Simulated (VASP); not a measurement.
# Te2Mo in VASP: notebook

The runs below take Te2Mo through single point, with BLYP, PBE.

Everything below comes from runs of VASP 6.6.1. Logs are shortened: lines on timing, memory, paths and dates and some standing lists are left out, and cuts for length are marked.

### Step 1. The cell of the first run

The cell holds a slab with vacuum, 6 atoms: a = 6.445 Å, b = 3.526 Å, c = 36.652 Å, α = 90.00°, β = 90.14°, γ = 90.00°.

### Step 2. Single point, BLYP

Input file INCAR:

```
SYSTEM = Te2Mo
PREC = Accurate
ENCUT = 520
EDIFF = 1E-6
ISMEAR = -1
SIGMA = 0.05
LREAL = .False.
LASPH = .True.
NELM = 80
ALGO = Normal
ISIF = 2
LWAVE = .False.
LCHARG = .True.
GGA = B5
ALDAX = 1.0
AGGAX = 1.0
AGGAC = 1.0
ALDAC = 0.0
LELF = .True.
LVHAR = .True.
NBANDS = 35
```

Input file KPOINTS:

```
regular mesh
0
Gamma
  4 8 1
  0 0 0
```

Input file POSCAR:

```
Te2Mo
1.0
    6.4453239976      0.0000000000      0.0000000000
    0.0000000000      3.5262030893      0.0000000000
   -0.0868695265      0.0000000000     36.6519436197
Te Mo
4 2
Direct
    0.4292511000      0.7500000000      0.5407035800
    0.5707489000      0.2500000000      0.4592964200
    0.9208478700      0.2500000000      0.5565273200
    0.0791521300      0.7500000000      0.4434726800
    0.1813475600      0.2500000000      0.4974653700
    0.8186524400      0.7500000000      0.5025346300
```

Potentials or basis: VASP PAW PBE potentials, release 64 (Te, Mo_sv).

Launch:

```
cat potpaw_PBE.64/Te/POTCAR potpaw_PBE.64/Mo_sv/POTCAR > POTCAR
mpirun -np 1 vasp_std > vasp.out
```

OUTCAR:

```text
SYSTEM = Te2Mo
   PREC = Accurate
   ENCUT = 520
   EDIFF = 1E-6
   ISMEAR = -1
   LREAL = .False.
   LASPH = .True.
   NELM = 80
   ISIF = 2
   GGA = B5

 ion  position               nearest neighbor table
   1  0.429  0.750  0.541-   5 2.86   5 2.86   6 2.88   2 3.59   2 3.59   3 3.67   3 3.67
   2  0.571  0.250  0.459-   6 2.86   6 2.86   5 2.88   1 3.59   1 3.59   4 3.67   4 3.67
   3  0.921  0.250  0.557-   6 2.73   6 2.73   5 2.74   1 3.67   1 3.67
   4  0.079  0.750  0.443-   5 2.73   5 2.73   6 2.74   2 3.67   2 3.67
   5  0.181  0.250  0.497-   4 2.73   4 2.73   3 2.74   1 2.86   1 2.86   2 2.88   6 2.93   6 2.93

   6  0.819  0.750  0.503-   3 2.73   3 2.73   4 2.74   2 2.86   2 2.86   1 2.88   5 2.93   5 2.93

  LATTYP: Found a simple monoclinic cell.
 ALAT       =     6.4453239976
 B/A-ratio  =     0.5470947761
 C/A-ratio  =     5.6866104138
 COS(beta)  =    -0.0023701139

  Lattice vectors:

 A1 = (   6.4453239976,   0.0000000000,   0.0000000000)
 A2 = (   0.0000000000,   3.5262030893,   0.0000000000)
 A3 = (  -0.0868695265,   0.0000000000,  36.6519436197)

Analysis of symmetry for initial positions (statically):
=====================================================================
 Subroutine PRICEL returns:
 Original cell was already a primitive cell.

 Routine SETGRP: Setting up the symmetry group for a
 simple monoclinic supercell.

 Subroutine GETGRP returns: Found  4 space group operations
 (whereof  2 operations were pure point group operations)
 out of a pool of  4 trial point group operations.

The static configuration has the point symmetry S_2 .
 The point group associated with its full space group is C_2h.

Analysis of symmetry for dynamics (positions and initial velocities):
=====================================================================
 Subroutine PRICEL returns:
 Original cell was already a primitive cell.

 Routine SETGRP: Setting up the symmetry group for a
 simple monoclinic supercell.

 Subroutine GETGRP returns: Found  4 space group operations
 (whereof  2 operations were pure point group operations)
 out of a pool of  4 trial point group operations.

The dynamic configuration has the point symmetry S_2 .
 The point group associated with its full space group is C_2h.

 Subroutine INISYM returns: Found  4 space group operations
 (whereof  2 operations are pure point group operations),
 and found     1 'primitive' translations

----------------------------------------------------------------------------------------

                                     Primitive cell

  volume of cell :     833.0078

  direct lattice vectors                    reciprocal lattice vectors
     6.445323998  0.000000000  0.000000000     0.155151238  0.000000000  0.000367727
     0.000000000  3.526203089  0.000000000     0.000000000  0.283591153  0.000000000
    -0.086869527  0.000000000 36.651943620     0.000000000  0.000000000  0.027283683

  length of vectors
     6.445323998  3.526203089 36.652046565     0.155151674  0.283591153  0.027283683

  position of ions in fractional coordinates (direct lattice)
     0.429251100  0.750000000  0.540703580
     0.570748900  0.250000000  0.459296420
     0.920847870  0.250000000  0.556527320
     0.079152130  0.750000000  0.443472680
     0.181347560  0.250000000  0.497465370
     0.818652440  0.750000000  0.502534630

  ion indices of the primitive-cell ions
   primitive index   ion index
                 1           1
                 2           2
                 3           3
                 4           4
                 5           5
                 6           6

----------------------------------------------------------------------------------------

 KPOINTS: regular mesh

Automatic generation of k-mesh.
 Grid dimensions read from file:
 generate k-points for:    4    8    1

 Generating k-lattice:

  Cartesian coordinates                     Fractional coordinates (reciprocal lattice)
     0.038787810  0.000000000  0.000091932     0.250000000  0.000000000 -0.000000000
     0.000000000  0.035448894  0.000000000     0.000000000  0.125000000  0.000000000
     0.000000000  0.000000000  0.027283683     0.000000000  0.000000000  1.000000000

  Length of vectors
     0.038787919  0.035448894  0.027283683

  Shift w.r.t. Gamma in fractional coordinates (k-lattice)
     0.000000000  0.000000000  0.000000000

 Subroutine IBZKPT returns following result:
 ===========================================

 Found     15 irreducible k-points:

 Following reciprocal coordinates:
            Coordinates               Weight
  0.000000  0.000000  0.000000      1.000000
  0.250000  0.000000 -0.000000      2.000000
  0.500000  0.000000 -0.000000      1.000000
  0.000000  0.125000  0.000000      2.000000
  0.250000  0.125000 -0.000000      4.000000
  0.500000  0.125000 -0.000000      2.000000
  0.000000  0.250000  0.000000      2.000000
  0.250000  0.250000 -0.000000      4.000000
  0.500000  0.250000 -0.000000      2.000000
  0.000000  0.375000  0.000000      2.000000
  0.250000  0.375000 -0.000000      4.000000
  0.500000  0.375000 -0.000000      2.000000
  0.000000  0.500000  0.000000      1.000000
  0.250000  0.500000 -0.000000      2.000000
  0.500000  0.500000 -0.000000      1.000000
   k-points           NKPTS =     15   k-points in BZ     NKDIM =     15   number of bands    NBANDS=     35
   number of dos      NEDOS =    301   number of ions     NIONS =      6
   total plane-waves  NPLWV = 376320
   dimension x,y,z NGX =    48 NGY =   28 NGZ =  280
   dimension x,y,z NGXF=    96 NGYF=   56 NGZF=  560
   ions per type =               4   2
   NGX,Y,Z   is equivalent  to a cutoff of  12.38, 13.20, 12.70 a.u.
   NGXF,Y,Z  is equivalent  to a cutoff of  24.76, 26.40, 25.40 a.u.
 SYSTEM =  Te2Mo
   PREC   = accura    normal or accurate (medium, high low for compatibility)
   ISTART =      0    job   : 0-new  1-cont  2-samecut
   ICHARG =      2    charge: 1-file 2-atom 10-const
   ISPIN  =      1    spin polarized calculation?
   LNONCOLLINEAR =      F non collinear calculations
   LSORBIT =      F    spin-orbit coupling
   LASPH  =      T    aspherical Exc in radial PAW
   ENCUT  =  520.0 eV  38.22 Ry    6.18 a.u.  11.98  6.56 68.15*2*pi/ulx,y,z
   NELM   =     80;   NELMIN=  2; NELMDL= -5     # of ELM steps
   EDIFF  = 0.1E-05   stopping-criterion for ELM
   LREAL  =      F    real-space projection
   EDIFFG = 0.1E-04   stopping-criterion for IOM
   NSW    =      0    number of steps for IOM
   IBRION =     -1    ionic relax: 0-MD 1-quasi-New 2-CG
   NFREE  =      0    steps in history (QN), initial steepest desc. (CG)
   ISIF   =      2    stress and relaxation
   ISYM   =      2    0-nonsym 1-usesym 2-fastsym
   POTIM  = 0.5000    time-step for ionic-motion
   TEBEG  =    0.0;   TEEND  =   0.0 temperature during run
   PSTRESS=    0.0 pullay stress
   NELECT =      52.0000    total number of electrons
   NUPDOWN=      -1.0000    fix difference up-down
   EMIN   =  10.00;   EMAX   =-10.00  energy-range for DOS
   EFERMI =   0.00;   METHOD = LEGACY
   ISMEAR =    -1;   SIGMA  =   0.05  broadening in eV -4-tet -1-fermi 0-gaus
   EFERMI_NEDOS =   21; number of points for ismear=-14 and -15
   IALGO  =     38    algorithm
   IMIX   =      4    mixing-type and parameters
     AMIX     =   0.40;   BMIX     =  1.00
     AMIX_MAG =   1.60;   BMIX_MAG =  1.00
  volume/ion in A,a.u.               =     138.83       936.90
  Fermi-wavevector in a.u.,A,eV,Ry     =   0.649421  1.227228  5.738223  0.421747
  Thomas-Fermi vector in A             =   1.718371
   LORBIT       =      0    0 simple, 1 ext, 2 COOP (PROOUT), +10 PAW based schemes
   GGA     = B5    functional components
   LHFCALC =     F    Hartree Fock is set to
   AEXX    =    0.0000 exact exchange contribution
   IVDW    =     0    specifies the selected vdW correction
   LEPSILON=     F    determine dielectric tensor
   LRPA    =     F    only Hartree local field effects (RPA)
 non-spin polarized calculation
  energy-cutoff  :      520.00
  volume of cell :      833.01
 maximum number of plane-waves:     22498
 NGX is ok and might be reduce to    48
   NGX = 23   NGY = 13   NGZ =137

 number of electron      52.0000003 magnetization

 Free energy of the ion-electron system (eV)
  ---------------------------------------------------
  ext. energy  EPLUGINS =         0.00000000
  ---------------------------------------------------
  free energy    TOTEN  =       -30.62419937 eV

  energy without entropy =      -30.61599679  energy(sigma->0) =      -30.62009808

 E-fermi :  -2.0451     XC(G=0):  -2.1054

 val. band max:       -2.2046554722   @ k =   0.0000   0.1250   0.0000
 cond. band min:      -2.0391235157   @ k =   0.0000   0.1250   0.0000
 fundamental gap:      0.1655319566
 Fermi energy:        -2.0450931665

 k-point     1 :       0.0000    0.0000    0.0000
  band No.  band energies     occupation
      1     -62.9080      2.00000
      2     -62.8585      2.00000
      3     -37.2511      2.00000
      4     -37.2173      2.00000
      5     -37.1504      2.00000
      6     -37.0733      2.00000
[... 27 lines left out ...]
     34       1.1319      0.00000
     35       1.7991      0.00000

 k-point     2 :       0.2500    0.0000   -0.0000
  band No.  band energies     occupation
      1     -62.9079      2.00000
      2     -62.8586      2.00000
      3     -37.2484      2.00000
      4     -37.2171      2.00000
      5     -37.1507      2.00000
      6     -37.0736      2.00000
[... 27 lines left out ...]
     34       1.2885      0.00000
     35       2.0213      0.00000

 k-point     3 :       0.5000    0.0000   -0.0000
  band No.  band energies     occupation
      1     -62.9078      2.00000
      2     -62.8587      2.00000
      3     -37.2455      2.00000
      4     -37.2168      2.00000
      5     -37.1510      2.00000
      6     -37.0739      2.00000
[... 27 lines left out ...]
     34       1.3757      0.00000
     35       2.4389      0.00000

 k-point     4 :       0.0000    0.1250    0.0000
  band No.  band energies     occupation
      1     -62.9054      2.00000
      2     -62.8597      2.00000
      3     -37.2532      2.00000
      4     -37.2333      2.00000
      5     -37.1449      2.00000
      6     -37.0845      2.00000
[... 27 lines left out ...]
     34       1.0944      0.00000
     35       2.0587      0.00000

 k-point     5 :       0.2500    0.1250   -0.0000
  band No.  band energies     occupation
      1     -62.9053      2.00000
      2     -62.8598      2.00000
      3     -37.2511      2.00000
      4     -37.2334      2.00000
      5     -37.1450      2.00000
      6     -37.0846      2.00000
[... 296 lines left out ...]
 k-point    13 :       0.0000    0.5000    0.0000
  band No.  band energies     occupation
      1     -62.8786      2.00000
      2     -62.8786      2.00000
      3     -37.3034      2.00000
      4     -37.3034      2.00000
      5     -37.1132      2.00000
      6     -37.1132      2.00000
[... 27 lines left out ...]
     34       1.3749      0.00000
     35       3.4177      0.00000

 k-point    14 :       0.2500    0.5000   -0.0000
  band No.  band energies     occupation
      1     -62.8786      2.00000
      2     -62.8786      2.00000
      3     -37.3046      2.00000
      4     -37.3046      2.00000
      5     -37.1127      2.00000
      6     -37.1127      2.00000
[... 27 lines left out ...]
     34       1.2655      0.00000
     35       2.9187      0.00000

 k-point    15 :       0.5000    0.5000   -0.0000
  band No.  band energies     occupation
      1     -62.8786      2.00000
      2     -62.8786      2.00000
      3     -37.3059      2.00000
      4     -37.3059      2.00000
      5     -37.1123      2.00000
      6     -37.1123      2.00000
[... 27 lines left out ...]
     34       1.1810      0.00000
     35       2.4539      0.00000

------------------------ aborting loop because EDIFF is reached ----------------------------------------

  FORCE on cell =-STRESS in cart. coord.  units (eV):
  Direction    XX          YY          ZZ          XY          YZ          ZX
  --------------------------------------------------------------------------------------
  -------------------------------------------------------------------------------------
  Total        2.7091692      3.0287430      1.7332126      0.0000000      0.0000000     -0.1534728
  in kB        5.2107187      5.8253754      3.3335988      0.0000000      0.0000000     -0.2951840
  external PRESSURE =       4.7898976 kB  Pullay stress =       0.0000000 kB

 VOLUME and BASIS-vectors are now :
 -----------------------------------------------------------------------------
  energy-cutoff  :      520.00
  volume of cell :      833.01
      direct lattice vectors                 reciprocal lattice vectors
     6.445323998  0.000000000  0.000000000     0.155151238  0.000000000  0.000367727
     0.000000000  3.526203089  0.000000000     0.000000000  0.283591153  0.000000000
    -0.086869527  0.000000000 36.651943620     0.000000000  0.000000000  0.027283683

 POSITION                                       TOTAL-FORCE (eV/Angst)
 -----------------------------------------------------------------------------------
      2.71969      2.64465     19.81784        -0.024620     -0.000000      0.217153
      3.63876      0.88155     16.83411         0.024620     -0.000000     -0.217153
      5.88682      0.88155     20.39781        -0.017991      0.000000      0.267542
      0.47164      2.64465     16.25414         0.017991     -0.000000     -0.267542
      1.12563      0.88155     18.23307         0.027878     -0.000000     -0.016030
      5.23283      2.64465     18.41887        -0.027878     -0.000000      0.016030
 -----------------------------------------------------------------------------------
    total drift:                                0.000000     -0.000000     -0.000000

  FREE ENERGIE OF THE ION-ELECTRON SYSTEM (eV)
  ---------------------------------------------------
  free  energy   TOTEN  =       -30.6241993698 eV

  energy  without entropy=      -30.6159967933  energy(sigma->0) =      -30.62009808
```

It took 13 min on 1 thread of Intel Xeon 6975P-C (Granite Rapids), shared host; peak memory 0.94 GiB.

Results:

- Free energy: -30.6242 eV
- Largest force: 0.268 eV/Å
- Band gap on the k mesh: zero (bands 26 and 27 overlap by 0.14 eV)

Forces in eV/Å, atoms in the order of the input:
```
Te  -0.025  0.000  0.217
Te   0.025  0.000 -0.217
Te  -0.018  0.000  0.268
Te   0.018  0.000 -0.268
Mo   0.028  0.000 -0.016
Mo  -0.028  0.000  0.016
```

Caveat: the PAW data sets were made with another functional, which shifts forces and pressure a little; spin-orbit coupling is left out, which moves the levels of the heavy elements.

### Step 3. Single point, BLYP

This run uses another cell than the first one.

Input file INCAR:

```
SYSTEM = Te2Mo
AGGAC = 1.0
AGGAX = 1.0
ALDAC = 0.0
ALDAX = 1.0
ALGO = Normal
EDIFF = 1E-6
ENCUT = 520
GGA = B5
ISIF = 2
ISMEAR = -1
LASPH = .TRUE.
LCHARG = .FALSE.
LREAL = .FALSE.
LWAVE = .FALSE.
NBANDS = 35
NELM = 80
PREC = Accurate
SIGMA = 0.05
```

Input file KPOINTS:

```
k-points
0
G
  4 8 1
  0 0 0
```

Changes to POSCAR since step 2:

```diff
@@ -2,5 +2,5 @@
 1.0
-    6.4453239976      0.0000000000      0.0000000000
-    0.0000000000      3.5262030893      0.0000000000
-   -0.0868695265      0.0000000000     36.6519436197
+    6.4863781235      0.0000000000      0.0000000000
+    0.0000000000      3.5486635872      0.0000000000
+   -0.0874228505      0.0000000000     36.8854017842
 Te Mo
```

Potentials or basis: VASP PAW PBE potentials, release 64 (Te, Mo_sv).

Launch:

```
cat potpaw_PBE.64/Te/POTCAR potpaw_PBE.64/Mo_sv/POTCAR > POTCAR
mpirun -np 1 vasp_std > vasp.out
```

Run time: 11 min. Hardware: 1 thread of Intel Xeon 6975P-C (Granite Rapids), shared host; peak memory 0.97 GiB.

The run converged. Its results:

```yaml
Free_energy: -30.6565 eV
Largest_force: 0.071 eV/Å
Band_gap_on_the_k_mesh: zero (bands 26 and 27 overlap by 0.13 eV)
```

Forces on the atoms (eV/Å):
```
Te  -0.044  0.000  0.056
Te   0.044  0.000 -0.056
Te  -0.011  0.000 -0.011
Te   0.011  0.000  0.011
Mo  -0.032  0.000 -0.033
Mo   0.032  0.000  0.033
```

Levels at points of the mesh, in eV from the Fermi level:
```
           k point  band 24  band 25  band 26  band 27  band 28  band 29
(0.00, 0.00, 0.00)    -0.58    -0.28     0.13     0.62     0.92     1.58
(0.50, 0.00, 0.00)    -0.74    -0.72    -0.63     0.16     0.93     1.38
(0.00, 0.50, 0.00)    -1.50    -1.29    -1.29     1.07     1.07     1.36
(0.50, 0.50, 0.00)    -1.59    -0.76    -0.76     0.99     0.99     1.78
```

Caveat: the PAW data sets were made with another functional, which shifts forces and pressure a little; spin-orbit coupling is left out, which moves the levels of the heavy elements.

### Step 4. Single point, PBE

This run uses another cell than the first one.

Input file INCAR:

```
SYSTEM = Te2Mo
ALGO = Normal
EDIFF = 1E-7
ENCUT = 520
GGA = PE
ISIF = 2
ISMEAR = -1
LASPH = .TRUE.
LCHARG = .FALSE.
LREAL = .FALSE.
LWAVE = .FALSE.
NBANDS = 35
NELM = 100
PREC = Accurate
SIGMA = 0.05
```

Input file KPOINTS:

```
k-points
0
G
  3 6 1
  0 0 0
```

Changes to POSCAR since step 3:

```diff
@@ -2,5 +2,5 @@
 1.0
-    6.4863781235      0.0000000000      0.0000000000
-    0.0000000000      3.5486635872      0.0000000000
-   -0.0874228505      0.0000000000     36.8854017842
+    6.3616090156      0.0000000000      0.0000000000
+    0.0000000000      3.4804030600      0.0000000000
+   -0.0857412231      0.0000000000     36.1758904685
 Te Mo
```

Launch:

```
cat potpaw_PBE.64/Te/POTCAR potpaw_PBE.64/Mo_sv/POTCAR > POTCAR
mpirun -np 1 vasp_std > vasp.out
```

Run time: 6.1 min. Hardware: 1 thread of Intel Xeon Platinum 8488C (Sapphire Rapids), shared host; peak memory 0.79 GiB.

It converged, with:

| Property | Result |
| --- | --- |
| Free energy | -35.9739 eV |
| Largest force | 0.275 eV/Å |
| Band gap on the k mesh | zero (bands 26 and 27 overlap by 0.19 eV) |

Forces on the atoms (eV/Å):
```
Te   0.063  0.000  0.117
Te  -0.063  0.000 -0.117
Te  -0.043  0.000  0.271
Te   0.043  0.000 -0.271
Mo   0.022  0.000 -0.001
Mo  -0.022  0.000  0.001
```

Levels at points of the mesh, in eV from the Fermi level:
```tsv
k point	band 23	band 24	band 25	band 26	band 27	band 28	band 29	band 30
(0.00, 0.00, 0.00)	-0.92	-0.57	-0.28	0.19	0.66	1.09	1.73	2.14
(0.00, 0.50, 0.00)	-1.57	-1.57	-1.37	-1.37	1.20	1.20	1.46	1.46
```

Caveat: spin-orbit coupling is left out, which moves the levels of the heavy elements.

(Continued in part 2 of 2.)
